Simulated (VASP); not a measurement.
# Si in VASP: a series of runs

The runs below take Si through single point, relaxation of cell and atoms, with PBE.

All numbers are computed with VASP 6.6.1; they aren't measurements. Logs are shortened: lines on timing, memory, paths and dates and some standing lists are left out, and cuts for length are marked.

**1. The cell of the first run**

The structure is hexagonal, space group P6_3/mmc (No. 194). Conventional cell: a = 3.623 Å, b = 3.623 Å, c = 23.707 Å, α = 90.00°, β = 90.00°, γ = 120.00°. Si (site symmetry 3m) has 4 Si at 2.22 to 2.23 Å within 2.9 Å. Si (site symmetry 3m) has 4 Si at 2.22 to 2.23 Å within 2.9 Å. Within 2.9 Å of Si (site symmetry 3m) lie 4 Si at 2.22 to 2.23 Å. Within 2.9 Å of Si (site symmetry 3m) lie 4 Si at 2.22 to 2.23 Å.

The cell was built from a structure type or drawn by symmetry, and may not be a known phase.

**2. Single point, PBE**

INCAR reads:

```
SYSTEM = Si
ALGO = Normal ; EDIFF = 1E-6
ENCUT = 520 ; GGA = PE
ISIF = 2 ; ISMEAR = 0
LASPH = .True. ; LCHARG = .False.
LREAL = Auto ; LWAVE = .False.
NBANDS = 46 ; NELM = 100
PREC = Accurate ; SIGMA = 0.1
```

KPOINTS reads:

```
k-points
0
Gamma
  6 6 1
  0 0 0
```

POSCAR reads:

```
Si
1.0
    3.6231943700      0.0000000000      0.0000000000
   -1.8115971800      3.1377783700      0.0000000000
    0.0000000000      0.0000000000     23.7066818500
Si
16
Direct
    0.3333333300      0.6666666700      0.2029999900
    0.6666666700      0.3333333300      0.7029999900
    0.3333333300      0.6666666700      0.5779999900
    0.6666666700      0.3333333300      0.0779999900
    0.0000000000      0.0000000000      0.9529999900
    0.0000000000      0.0000000000      0.4529999900
    0.3333333300      0.6666666700      0.8279999900
    0.6666666700      0.3333333300      0.3279999900
    0.3333333300      0.6666666700      0.9220000100
    0.6666666700      0.3333333300      0.4220000100
    0.0000000000      0.0000000000      0.0470000100
    0.0000000000      0.0000000000      0.5470000100
    0.3333333300      0.6666666700      0.2970000100
    0.6666666700      0.3333333300      0.7970000100
    0.3333333300      0.6666666700      0.6720000100
    0.6666666700      0.3333333300      0.1720000100
```

Potentials or basis: VASP PAW PBE potentials, release 64 (Si).

Launch:

```sh
> cat potpaw_PBE.64/Si/POTCAR > POTCAR
> mpirun -np 1 vasp_std > vasp.out
```

OUTCAR:

```text
SYSTEM = Si
   EDIFF = 1E-6
   ENCUT = 520
   GGA = PE
   ISIF = 2
   ISMEAR = 0
   LASPH = .True.
   LREAL = Auto
   NELM = 100
   PREC = Accurate

 ion  position               nearest neighbor table
   1  0.333  0.667  0.203-  16 2.22  16 2.22  16 2.22  13 2.23
   2  0.667  0.333  0.703-  15 2.22  15 2.22  15 2.22  14 2.23
   3  0.333  0.667  0.578-  12 2.22  12 2.22  12 2.22  15 2.23
   4  0.667  0.333  0.078-  11 2.22  11 2.22  11 2.22  16 2.23
   5  0.000  0.000  0.953-   9 2.22   9 2.22   9 2.22  11 2.23
   6  0.000  0.000  0.453-  10 2.22  10 2.22  10 2.22  12 2.23
[... 8 lines left out ...]
  15  0.333  0.667  0.672-   2 2.22   2 2.22   2 2.22   3 2.23
  16  0.667  0.333  0.172-   1 2.22   1 2.22   1 2.22   4 2.23

  LATTYP: Found a hexagonal cell.
 ALAT       =     3.6231943700
 C/A-ratio  =     6.5430334200

  Lattice vectors:

 A1 = (   3.6231943700,   0.0000000000,   0.0000000000)
 A2 = (  -1.8115971800,   3.1377783700,   0.0000000000)
 A3 = (   0.0000000000,   0.0000000000,  23.7066818500)

Analysis of symmetry for initial positions (statically):
=====================================================================
 Subroutine PRICEL returns:
 Original cell was already a primitive cell.

 Routine SETGRP: Setting up the symmetry group for a
 hexagonal supercell.

 Subroutine GETGRP returns: Found 24 space group operations
 (whereof 12 operations were pure point group operations)
 out of a pool of 24 trial point group operations.

The static configuration has the point symmetry D_3d.
 The point group associated with its full space group is D_6h.

Analysis of symmetry for dynamics (positions and initial velocities):
=====================================================================
 Subroutine PRICEL returns:
 Original cell was already a primitive cell.

 Routine SETGRP: Setting up the symmetry group for a
 hexagonal supercell.

 Subroutine GETGRP returns: Found 24 space group operations
 (whereof 12 operations were pure point group operations)
 out of a pool of 24 trial point group operations.

The dynamic configuration has the point symmetry D_3d.
 The point group associated with its full space group is D_6h.

 Subroutine INISYM returns: Found 24 space group operations
 (whereof 12 operations are pure point group operations),
 and found     1 'primitive' translations

----------------------------------------------------------------------------------------

                                     Primitive cell

  volume of cell :     269.5161

  direct lattice vectors                    reciprocal lattice vectors
     3.623194370  0.000000000  0.000000000     0.275999546  0.159348411  0.000000000
    -1.811597180  3.137778370  0.000000000     0.000000000  0.318696824  0.000000000
     0.000000000  0.000000000 23.706681850     0.000000000  0.000000000  0.042182200

  length of vectors
     3.623194370  3.623194370 23.706681850     0.318696824  0.318696824  0.042182200

  position of ions in fractional coordinates (direct lattice)
     0.333333330  0.666666670  0.202999990
     0.666666670  0.333333330  0.702999990
     0.333333330  0.666666670  0.577999990
     0.666666670  0.333333330  0.077999990
     0.000000000  0.000000000  0.952999990
     0.000000000  0.000000000  0.452999990
[... 8 lines left out ...]
     0.333333330  0.666666670  0.672000010
     0.666666670  0.333333330  0.172000010

  ion indices of the primitive-cell ions
   primitive index   ion index
                 1           1
                 2           2
                 3           3
                 4           4
                 5           5
                 6           6
[... 8 lines left out ...]
                15          15
                16          16

----------------------------------------------------------------------------------------

 KPOINTS: k-points

Automatic generation of k-mesh.
 Grid dimensions read from file:
 generate k-points for:    6    6    1

 Generating k-lattice:

  Cartesian coordinates                     Fractional coordinates (reciprocal lattice)
     0.045999924  0.026558069  0.000000000     0.166666667  0.000000000  0.000000000
     0.000000000  0.053116137  0.000000000     0.000000000  0.166666667  0.000000000
     0.000000000  0.000000000  0.042182200     0.000000000  0.000000000  1.000000000

  Length of vectors
     0.053116137  0.053116137  0.042182200

  Shift w.r.t. Gamma in fractional coordinates (k-lattice)
     0.000000000  0.000000000  0.000000000

 Subroutine IBZKPT returns following result:
 ===========================================

 Found      7 irreducible k-points:

 Following reciprocal coordinates:
            Coordinates               Weight
  0.000000  0.000000  0.000000      1.000000
  0.166667  0.000000  0.000000      6.000000
  0.333333  0.000000  0.000000      6.000000
  0.500000  0.000000  0.000000      3.000000
  0.166667  0.166667  0.000000      6.000000
  0.333333  0.166667  0.000000     12.000000
  0.333333  0.333333  0.000000      2.000000
   k-points           NKPTS =      7   k-points in BZ     NKDIM =      7   number of bands    NBANDS=     46
   number of dos      NEDOS =    301   number of ions     NIONS =     16
   total plane-waves  NPLWV = 141120
   dimension x,y,z NGX =    28 NGY =   28 NGZ =  180
   dimension x,y,z NGXF=    56 NGYF=   56 NGZF=  360
   ions per type =              16
   NGX,Y,Z   is equivalent  to a cutoff of  12.85, 12.85, 12.62 a.u.
   NGXF,Y,Z  is equivalent  to a cutoff of  25.69, 25.69, 25.25 a.u.
 SYSTEM =  Si
   PREC   = accura    normal or accurate (medium, high low for compatibility)
   ISTART =      0    job   : 0-new  1-cont  2-samecut
   ICHARG =      2    charge: 1-file 2-atom 10-const
   ISPIN  =      1    spin polarized calculation?
   LNONCOLLINEAR =      F non collinear calculations
   LSORBIT =      F    spin-orbit coupling
   LASPH  =      T    aspherical Exc in radial PAW
   ENCUT  =  520.0 eV  38.22 Ry    6.18 a.u.   6.74  6.74 44.08*2*pi/ulx,y,z
   NELM   =    100;   NELMIN=  2; NELMDL= -5     # of ELM steps
   EDIFF  = 0.1E-05   stopping-criterion for ELM
   LREAL  =      T    real-space projection
   EDIFFG = 0.1E-04   stopping-criterion for IOM
   NSW    =      0    number of steps for IOM
   IBRION =     -1    ionic relax: 0-MD 1-quasi-New 2-CG
   NFREE  =      0    steps in history (QN), initial steepest desc. (CG)
   ISIF   =      2    stress and relaxation
   ISYM   =      2    0-nonsym 1-usesym 2-fastsym
   POTIM  = 0.5000    time-step for ionic-motion
   TEBEG  =    0.0;   TEEND  =   0.0 temperature during run
   PSTRESS=    0.0 pullay stress
   NELECT =      64.0000    total number of electrons
   NUPDOWN=      -1.0000    fix difference up-down
   EMIN   =  10.00;   EMAX   =-10.00  energy-range for DOS
   EFERMI =   0.00;   METHOD = LEGACY
   ISMEAR =     0;   SIGMA  =   0.10  broadening in eV -4-tet -1-fermi 0-gaus
   EFERMI_NEDOS =   21; number of points for ismear=-14 and -15
   IALGO  =     38    algorithm
   IMIX   =      4    mixing-type and parameters
     AMIX     =   0.40;   BMIX     =  1.00
     AMIX_MAG =   1.60;   BMIX_MAG =  1.00
  volume/ion in A,a.u.               =      16.84       113.67
  Fermi-wavevector in a.u.,A,eV,Ry     =   1.013771  1.915750 13.983142  1.027732
  Thomas-Fermi vector in A             =   2.146960
   LORBIT       =      0    0 simple, 1 ext, 2 COOP (PROOUT), +10 PAW based schemes
   GGA     = PE    functional components
   LHFCALC =     F    Hartree Fock is set to
   AEXX    =    0.0000 exact exchange contribution
   IVDW    =     0    specifies the selected vdW correction
   LEPSILON=     F    determine dielectric tensor
   LRPA    =     F    only Hartree local field effects (RPA)
 non-spin polarized calculation
 Gauss-broadening in eV      SIGMA  =   0.10
  energy-cutoff  :      520.00
  volume of cell :      269.52
 maximum number of plane-waves:      7313
 NGX is ok and might be reduce to    28
   NGX = 13   NGY = 13   NGZ = 89

 number of electron      63.9999999 magnetization

 Free energy of the ion-electron system (eV)
  ---------------------------------------------------
  ext. energy  EPLUGINS =         0.00000000
  ---------------------------------------------------
  free energy    TOTEN  =       -82.75798185 eV

  energy without entropy =      -82.75535145  energy(sigma->0) =      -82.75666665

 E-fermi :   7.8859     XC(G=0): -10.0986

 val. band max:        7.7849220576   @ k =   0.0000   0.0000   0.0000
 cond. band min:       7.9979564930   @ k =   0.5000   0.0000   0.0000
 fundamental gap:      0.2130344354
 Fermi energy:         7.8859088923

 k-point     1 :       0.0000    0.0000    0.0000
  band No.  band energies     occupation
      1      -5.5262      2.00000
      2      -5.3037      2.00000
      3      -5.2762      2.00000
      4      -4.6072      2.00000
      5      -4.5881      2.00000
      6      -3.5408      2.00000
[... 36 lines left out ...]
     43      10.5612      0.00000
     44      10.7847      0.00000

 k-point     2 :       0.1667    0.0000    0.0000
  band No.  band energies     occupation
      1      -5.1535      2.00000
      2      -4.9332      2.00000
      3      -4.9041      2.00000
      4      -4.2406      2.00000
      5      -4.2198      2.00000
      6      -3.1781      2.00000
[... 36 lines left out ...]
     43      11.3060      0.00000
     44      11.3960      0.00000

 k-point     3 :       0.3333    0.0000    0.0000
  band No.  band energies     occupation
      1      -4.0742      2.00000
      2      -3.8663      2.00000
      3      -3.8282      2.00000
      4      -3.1990      2.00000
      5      -3.1678      2.00000
      6      -2.1730      2.00000
[... 177 lines left out ...]
     43      11.0138      0.00000
     44      11.0691      0.00000

 k-point     7 :       0.3333    0.3333    0.0000
  band No.  band energies     occupation
      1      -1.7457      2.00000
      2      -1.7457      2.00000
      3      -1.6559      2.00000
      4      -1.6559      2.00000
      5      -1.6223      2.00000
      6      -1.6213      2.00000
[... 36 lines left out ...]
     43      12.0559      0.00000
     44      12.6146      0.00000
 [bands above 44 left out]

------------------------ aborting loop because EDIFF is reached ----------------------------------------

  FORCE on cell =-STRESS in cart. coord.  units (eV):
  Direction    XX          YY          ZZ          XY          YZ          ZX
  --------------------------------------------------------------------------------------
  -------------------------------------------------------------------------------------
  Total       43.9669741     43.9669742     42.1090179      0.0000001     -0.0000000      0.0000000
  in kB      261.3680459    261.3680463    250.3231563      0.0000004     -0.0000000      0.0000000
  external PRESSURE =     257.6864162 kB  Pullay stress =       0.0000000 kB

 VOLUME and BASIS-vectors are now :
 -----------------------------------------------------------------------------
  energy-cutoff  :      520.00
  volume of cell :      269.52
      direct lattice vectors                 reciprocal lattice vectors
     3.623194370  0.000000000  0.000000000     0.275999546  0.159348411  0.000000000
    -1.811597180  3.137778370  0.000000000     0.000000000  0.318696824  0.000000000
     0.000000000  0.000000000 23.706681850     0.000000000  0.000000000  0.042182200

 POSITION                                       TOTAL-FORCE (eV/Angst)
 -----------------------------------------------------------------------------------
     -0.00000      2.09185      4.81246         0.000000     -0.000000     -0.043648
      1.81160      1.04593     16.66580        -0.000000      0.000000     -0.043648
     -0.00000      2.09185     13.70246         0.000000      0.000000      0.151041
      1.81160      1.04593      1.84912        -0.000000     -0.000000      0.151041
      0.00000      0.00000     22.59247        -0.000000      0.000000      0.133804
      0.00000      0.00000     10.73913         0.000000     -0.000000      0.133804
[... 8 lines left out ...]
     -0.00000      2.09185     15.93089         0.000000      0.000000     -0.199819
      1.81160      1.04593      4.07755        -0.000000     -0.000000     -0.199819
 -----------------------------------------------------------------------------------
    total drift:                               -0.000000     -0.000000      0.000000

  FREE ENERGIE OF THE ION-ELECTRON SYSTEM (eV)
  ---------------------------------------------------
  free  energy   TOTEN  =       -82.7579818480 eV

  energy  without entropy=      -82.7553514512  energy(sigma->0) =      -82.75666665
```

Wall time 59 s (1 thread of Intel Xeon 6975P-C (Granite Rapids), shared host); peak memory 0.36 GiB.

What came out:

| Item | Value |
| --- | --- |
| Free energy | -82.7580 eV |
| Pressure | 25.8 GPa |
| Largest force | 0.200 eV/Å |
| Band gap on the k mesh | 0.21 eV (least direct gap 1.63 eV) |

Forces in eV/Å, atoms in the order of the input:
```
Si   0.000  0.000 -0.044
Si   0.000  0.000 -0.044
Si   0.000  0.000  0.151
Si   0.000  0.000  0.151
Si   0.000  0.000  0.134
Si   0.000  0.000  0.134
Si   0.000  0.000  0.200
Si   0.000  0.000  0.200
Si   0.000  0.000 -0.151
Si   0.000  0.000 -0.151
Si   0.000  0.000 -0.134
Si   0.000  0.000 -0.134
Si   0.000  0.000  0.044
Si   0.000  0.000  0.044
Si   0.000  0.000 -0.200
Si   0.000  0.000 -0.200
```

Levels at points of the mesh, in eV from the valence-band top:
```tsv
k point	band 30	band 31	band 32	band 33	band 34	band 35
(0.00, 0.00, 0.00)	-0.05	0.00	0.00	1.93	1.97	2.25
(0.50, 0.00, 0.00)	-1.88	-1.77	-1.43	0.21	0.43	0.49
```

Caveat: the cell stands under pressure; an odd mesh through Γ misses points on the zone boundary, where band edges can lie.

(Part 1 of 3 ends here.)
